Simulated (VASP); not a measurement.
# Pt (Fmmm) in VASP: further runs

Pt is run at these levels: LDA; tasks: single point.

Everything below comes from runs of VASP 6.6.1. Logs are shortened: lines on timing, memory, paths and dates and some standing lists are left out, and cuts for length are marked.

## Step 1: The cell of the first run

The structure is orthorhombic, space group Fmmm (No. 69). The conventional cell has a = 3.572 Å, b = 3.894 Å, c = 4.098 Å, α = 90.00°, β = 90.00°, γ = 90.00°. Within 3.6 Å of Pt (site symmetry mmm) lie 14 Pt at 2.64 to 3.57 Å.

## Step 2: Single point, LDA (normal strain along x -0.0825, normal strain along z +0.0525)

INCAR reads:

```
ALGO = Normal
EDIFF = 1E-6
ENCUT = 570
GGA = CA
GGA_COMPAT = False
ISIF = 2
ISMEAR = 0
LASPH = True
LCHARG = True
LELF = True
LREAL = False
LVHAR = True
LWAVE = False
NBANDS = 15
NELM = 120
PREC = Accurate
SIGMA = 0.15
```

KPOINTS reads:

```
k-points
0
Gamma
  20 20 20
```

POSCAR reads:

```
Pt
1.0
    0.0000000000      1.9468328700      2.0490415957
    1.7862191582      0.0000000000      2.0490415957
    1.7862191582      1.9468328700      0.0000000000
Pt
1
Direct
    0.0000000000      0.0000000000      0.0000000000
```

Potentials or basis: VASP PAW LDA potentials, release 64 (Pt_sv_GW).

The run is started by

```sh
$ cat potpaw_LDA.64/Pt_sv_GW/POTCAR > POTCAR
$ mpirun -np 1 vasp_std > vasp.out
```

OUTCAR:

```text
EDIFF = 1E-6
   ENCUT = 570
   GGA = CA
   ISIF = 2
   ISMEAR = 0
   LASPH = True
   LREAL = False
   NELM = 120
   PREC = Accurate

 ion  position               nearest neighbor table
   1  0.000  0.000  0.000-

  LATTYP: Found a face centered orthorhombic cell.
 ALAT       =     3.5724383164
 B/A-ratio  =     1.0899182561
 C/A-ratio  =     1.1471389646

  Lattice vectors:

 A1 = (   0.0000000000,   1.9468328700,   2.0490415957)
 A2 = (   1.7862191582,   0.0000000000,   2.0490415957)
 A3 = (   1.7862191582,   1.9468328700,   0.0000000000)

Analysis of symmetry for initial positions (statically):
=====================================================================
 Subroutine PRICEL returns:
 Original cell was already a primitive cell.

 Routine SETGRP: Setting up the symmetry group for a
 face centered orthorhombic supercell.

 Subroutine GETGRP returns: Found  8 space group operations
 (whereof  8 operations were pure point group operations)
 out of a pool of  8 trial point group operations.

The static configuration has the point symmetry D_2h.

Analysis of symmetry for dynamics (positions and initial velocities):
=====================================================================
 Subroutine PRICEL returns:
 Original cell was already a primitive cell.

 Routine SETGRP: Setting up the symmetry group for a
 face centered orthorhombic supercell.

 Subroutine GETGRP returns: Found  8 space group operations
 (whereof  8 operations were pure point group operations)
 out of a pool of  8 trial point group operations.

The dynamic configuration has the point symmetry D_2h.

 Subroutine INISYM returns: Found  8 space group operations
 (whereof  8 operations are pure point group operations),
 and found     1 'primitive' translations

----------------------------------------------------------------------------------------

                                     Primitive cell

  volume of cell :      14.2510

  direct lattice vectors                    reciprocal lattice vectors
     0.000000000  1.946832870  2.049041596    -0.279920858  0.256827388  0.244016520
     1.786219158  0.000000000  2.049041596     0.279920858 -0.256827388  0.244016520
     1.786219158  1.946832870  0.000000000     0.279920858  0.256827388 -0.244016520

  length of vectors
     2.826434093  2.718299163  2.642108458     0.451508645  0.451508645  0.451508645

  position of ions in fractional coordinates (direct lattice)
     0.000000000  0.000000000  0.000000000

  ion indices of the primitive-cell ions
   primitive index   ion index
                 1           1

----------------------------------------------------------------------------------------

 KPOINTS: k-points

Automatic generation of k-mesh.
 Grid dimensions read from file:
 generate k-points for:   20   20   20

 Generating k-lattice:

  Cartesian coordinates                     Fractional coordinates (reciprocal lattice)
    -0.013996043  0.012841369  0.012200826     0.050000000  0.000000000  0.000000000
     0.013996043 -0.012841369  0.012200826     0.000000000  0.050000000  0.000000000
     0.013996043  0.012841369 -0.012200826     0.000000000  0.000000000  0.050000000

  Length of vectors
     0.022575432  0.022575432  0.022575432

  Shift w.r.t. Gamma in fractional coordinates (k-lattice)
     0.000000000  0.000000000  0.000000000

 Subroutine IBZKPT returns following result:
 ===========================================

 Found   1166 irreducible k-points:

 Following reciprocal coordinates:
            Coordinates               Weight
  0.000000  0.000000  0.000000      1.000000
  0.050000 -0.000000 -0.000000      8.000000
  0.100000  0.000000 -0.000000      8.000000
  0.150000  0.000000 -0.000000      8.000000
  0.200000  0.000000 -0.000000      8.000000
  0.250000 -0.000000 -0.000000      8.000000
[... 16 lines left out ...]
 -0.400000  0.050000  0.000000      8.000000
 -0.350000  0.050000  0.000000      8.000000
 [... further k-points ...]
   k-points           NKPTS =   1166   k-points in BZ     NKDIM =   1166   number of bands    NBANDS=     15
   number of dos      NEDOS =    301   number of ions     NIONS =      1
   total plane-waves  NPLWV =  13824
   dimension x,y,z NGX =    24 NGY =   24 NGZ =   24
   dimension x,y,z NGXF=    48 NGYF=   48 NGZF=   48
   ions per type =               1
   NGX,Y,Z   is equivalent  to a cutoff of  14.12, 14.68, 15.10 a.u.
   NGXF,Y,Z  is equivalent  to a cutoff of  28.23, 29.36, 30.20 a.u.
 SYSTEM =  unknown system
   PREC   = accura    normal or accurate (medium, high low for compatibility)
   ISTART =      0    job   : 0-new  1-cont  2-samecut
   ICHARG =      2    charge: 1-file 2-atom 10-const
   ISPIN  =      1    spin polarized calculation?
   LNONCOLLINEAR =      F non collinear calculations
   LSORBIT =      F    spin-orbit coupling
   LASPH  =      T    aspherical Exc in radial PAW
   ENCUT  =  570.0 eV  41.89 Ry    6.47 a.u.   5.50  5.29  5.14*2*pi/ulx,y,z
   NELM   =    120;   NELMIN=  2; NELMDL= -5     # of ELM steps
   EDIFF  = 0.1E-05   stopping-criterion for ELM
   LREAL  =      F    real-space projection
   EDIFFG = 0.1E-04   stopping-criterion for IOM
   NSW    =      0    number of steps for IOM
   IBRION =     -1    ionic relax: 0-MD 1-quasi-New 2-CG
   NFREE  =      0    steps in history (QN), initial steepest desc. (CG)
   ISIF   =      2    stress and relaxation
   ISYM   =      2    0-nonsym 1-usesym 2-fastsym
   POTIM  = 0.5000    time-step for ionic-motion
   TEBEG  =    0.0;   TEEND  =   0.0 temperature during run
   PSTRESS=    0.0 pullay stress
   NELECT =      18.0000    total number of electrons
   NUPDOWN=      -1.0000    fix difference up-down
   EMIN   =  10.00;   EMAX   =-10.00  energy-range for DOS
   EFERMI =   0.00;   METHOD = LEGACY
   ISMEAR =     0;   SIGMA  =   0.15  broadening in eV -4-tet -1-fermi 0-gaus
   EFERMI_NEDOS =   21; number of points for ismear=-14 and -15
   IALGO  =     38    algorithm
   IMIX   =      4    mixing-type and parameters
     AMIX     =   0.40;   BMIX     =  1.00
     AMIX_MAG =   1.60;   BMIX_MAG =  1.00
  volume/ion in A,a.u.               =      14.25        96.17
  Fermi-wavevector in a.u.,A,eV,Ry     =   1.769637  3.344130 42.608226  3.131616
  Thomas-Fermi vector in A             =   2.836586
   LORBIT       =      0    0 simple, 1 ext, 2 COOP (PROOUT), +10 PAW based schemes
   GGA     = CA    functional components
   LHFCALC =     F    Hartree Fock is set to
   AEXX    =    0.0000 exact exchange contribution
   IVDW    =     0    specifies the selected vdW correction
   LEPSILON=     F    determine dielectric tensor
   LRPA    =     F    only Hartree local field effects (RPA)
 non-spin polarized calculation
 Gauss-broadening in eV      SIGMA  =   0.15
  energy-cutoff  :      570.00
  volume of cell :       14.25
 maximum number of plane-waves:       455
 NGX is ok and might be reduce to    24
   NGX = 11   NGY = 11   NGZ = 11

 number of electron      18.0000000 magnetization

 Free energy of the ion-electron system (eV)
  ---------------------------------------------------
  ext. energy  EPLUGINS =         0.00000000
  ---------------------------------------------------
  free energy    TOTEN  =        -7.26754038 eV

  energy without entropy =       -7.25064145  energy(sigma->0) =       -7.25909091

 E-fermi :  11.4865     XC(G=0): -14.7385

 val. band max:       11.4863023916   @ k =  -0.4000   0.0500   0.1500
 cond. band min:      11.4865251066   @ k =   0.5000   0.4500  -0.0000
 fundamental gap:      0.0002227150
 Fermi energy:        11.4865014148

 k-point     1 :       0.0000    0.0000    0.0000
  band No.  band energies     occupation
      1     -86.9223      2.00000
      2     -41.0742      2.00000
      3     -41.0571      2.00000
      4     -41.0518      2.00000
      5       0.7192      2.00000
      6       6.6729      2.00000
      7       7.4124      2.00000
      8       8.3623      2.00000
      9       8.8136      2.00000
     10      10.5295      2.00000
     11      26.3136      0.00000
     12      29.6182      0.00000
     13      30.8607      0.00000
     14      33.6394      0.00000
     15      37.3783      0.00000

 k-point     2 :       0.0500   -0.0000   -0.0000
  band No.  band energies     occupation
      1     -86.9212      2.00000
      2     -41.0818      2.00000
      3     -41.0659      2.00000
      4     -41.0550      2.00000
      5       0.8274      2.00000
      6       6.6990      2.00000
      7       7.4227      2.00000
      8       8.3551      2.00000
      9       8.8089      2.00000
     10      10.4879      2.00000
     11      26.4835      0.00000
     12      29.6385      0.00000
     13      30.8324      0.00000
     14      33.3279      0.00000
     15      38.1025      0.00000

 k-point     3 :       0.1000    0.0000   -0.0000
  band No.  band energies     occupation
      1     -86.9179      2.00000
      2     -41.1199      2.00000
      3     -41.0800      2.00000
      4     -41.0585      2.00000
      5       1.1434      2.00000
      6       6.7572      2.00000
      7       7.4348      2.00000
      8       8.3567      2.00000
      9       8.8241      2.00000
     10      10.3781      2.00000
     11      26.9523      0.00000
     12      29.3066      0.00000
     13      30.9360      0.00000
     14      33.2205      0.00000
     15      38.8231      0.00000
[... 343 lines left out ...]
 k-point    23 :      -0.4000    0.0500    0.0000
  band No.  band energies     occupation
      1     -86.8786      2.00000
      2     -41.6289      2.00000
      3     -41.2006      2.00000
      4     -41.0868      2.00000
      5       3.7419      2.00000
      6       6.6607      2.00000
      7       8.2378      2.00000
      8       9.4343      2.00000
      9      10.9686      2.00000
     10      12.1916      0.00000
     11      19.3667      0.00000
     12      25.7872      0.00000
     13      30.2256      0.00000
     14      33.1275      0.00000
     15      37.8030      0.00000

 k-point    24 :      -0.3500    0.0500    0.0000
  band No.  band energies     occupation
      1     -86.8829      2.00000
      2     -41.5765      2.00000
      3     -41.1880      2.00000
      4     -41.0819      2.00000
      5       3.7163      2.00000
      6       6.7733      2.00000
      7       8.2927      2.00000
      8       8.5288      2.00000
      9      10.6204      2.00000
     10      11.5944      0.30914
     11      21.0841      0.00000
     12      26.3314      0.00000
     13      31.1403      0.00000
     14      34.1959      0.00000
     15      36.3413      0.00000

 [... further k-points ...]

------------------------ aborting loop because EDIFF is reached ----------------------------------------

  FORCE on cell =-STRESS in cart. coord.  units (eV):
  Direction    XX          YY          ZZ          XY          YZ          ZX
  --------------------------------------------------------------------------------------
  -------------------------------------------------------------------------------------
  Total        1.6806990      1.4127410      0.3954344      0.0000000      0.0000000      0.0000000
  in kB      188.9541087    158.8286897     44.4570741      0.0000000      0.0000000      0.0000000
  external PRESSURE =     130.7466241 kB  Pullay stress =       0.0000000 kB

 VOLUME and BASIS-vectors are now :
 -----------------------------------------------------------------------------
  energy-cutoff  :      570.00
  volume of cell :       14.25
      direct lattice vectors                 reciprocal lattice vectors
     0.000000000  1.946832870  2.049041596    -0.279920858  0.256827388  0.244016520
     1.786219158  0.000000000  2.049041596     0.279920858 -0.256827388  0.244016520
     1.786219158  1.946832870  0.000000000     0.279920858  0.256827388 -0.244016520

 POSITION                                       TOTAL-FORCE (eV/Angst)
 -----------------------------------------------------------------------------------
      0.00000      0.00000      0.00000        -0.000000      0.000000      0.000000
 -----------------------------------------------------------------------------------
    total drift:                                0.000000      0.000000      0.000000

  FREE ENERGIE OF THE ION-ELECTRON SYSTEM (eV)
  ---------------------------------------------------
  free  energy   TOTEN  =        -7.2675403781 eV

  energy  without entropy=       -7.2506414473  energy(sigma->0) =       -7.25909091
```

Run time: 89 s. Hardware: 1 thread of Intel Xeon Platinum 8488C (Sapphire Rapids), shared host; peak memory 0.38 GiB.

Results:

| Item | Value |
| --- | --- |
| Free energy | -7.2675 eV |
| Pressure | 13.1 GPa |
| Band gap on the k mesh | zero (bands 9 and 10 overlap by 3.03 eV) |

Stress tensor (GPa, compression positive):
```
18.90  0.00  0.00
 0.00 15.88  0.00
 0.00  0.00  4.45
```

Caveat: the cell differs from its parent crystal (normal strain along x -0.0825, normal strain along z +0.0525); the stress differs along the axes, from 4 to 19 GPa; spin-orbit coupling is left out, which moves the levels of the heavy elements.

## Step 3: Single point, LDA (normal strain along x -0.0550, normal strain along z +0.0175)

INCAR reads:

```
SYSTEM = Pt
PREC = Accurate ; ENCUT = 570
EDIFF = 1E-6 ; ISMEAR = 0
SIGMA = 0.15 ; LREAL = .FALSE.
LASPH = .TRUE. ; NELM = 120
ALGO = Normal ; ISIF = 2
LWAVE = .FALSE. ; LCHARG = .TRUE.
GGA = CA ; LELF = .TRUE.
LVHAR = .TRUE. ; NBANDS = 15
GGA_COMPAT = .FALSE.
```

KPOINTS reads:

```
Automatic mesh
0
G
  20 20 20
  0 0 0
```

POSCAR reads:

```
Pt
1.0
    0.0000000000      1.9468328700      1.9809024452
    1.8397570622      0.0000000000      1.9809024452
    1.8397570622      1.9468328700      0.0000000000
Pt
1
Direct
    0.0000000000      0.0000000000      0.0000000000
```

Potentials or basis: VASP PAW LDA potentials, release 64 (Pt_sv_GW).

The run is started by

```sh
$ cat potpaw_LDA.64/Pt_sv_GW/POTCAR > POTCAR
$ mpirun -np 1 vasp_std > vasp.out
```

It took 3.3 min on 1 thread of AMD EPYC 7R13 (Zen 3), shared host; peak memory 0.35 GiB.

It converged, with:

```yaml
Free_energy: -7.2932 eV
Pressure: 13.6 GPa
Band_gap_on_the_k_mesh: zero (bands 9 and 10 overlap by 2.79 eV)
```

Stress tensor (GPa, compression positive):
```
17.69  0.00  0.00
 0.00 13.30  0.00
 0.00  0.00  9.89
```

Levels at points of the mesh, in eV from the Fermi level:
```tsv
k point	band 7	band 8	band 9	band 10	band 11	band 12
(0.00, 0.00, 0.00)	-4.29	-3.62	-2.30	-1.32	14.58	18.90
(0.50, 0.00, 0.00)	-3.80	-0.65	-0.16	0.29	6.40	14.01
(0.50, 0.50, 0.00)	0.04	0.27	0.79	1.13	8.81	11.94
(0.50, 0.00, 0.50)	-0.03	0.17	0.92	1.47	9.29	11.57
(0.00, 0.50, 0.50)	0.02	0.48	0.70	2.66	10.76	10.82
```

Caveat: the cell differs from its parent crystal (normal strain along x -0.0550, normal strain along z +0.0175); the stress differs along the axes, from 10 to 18 GPa; spin-orbit coupling is left out, which moves the levels of the heavy elements.
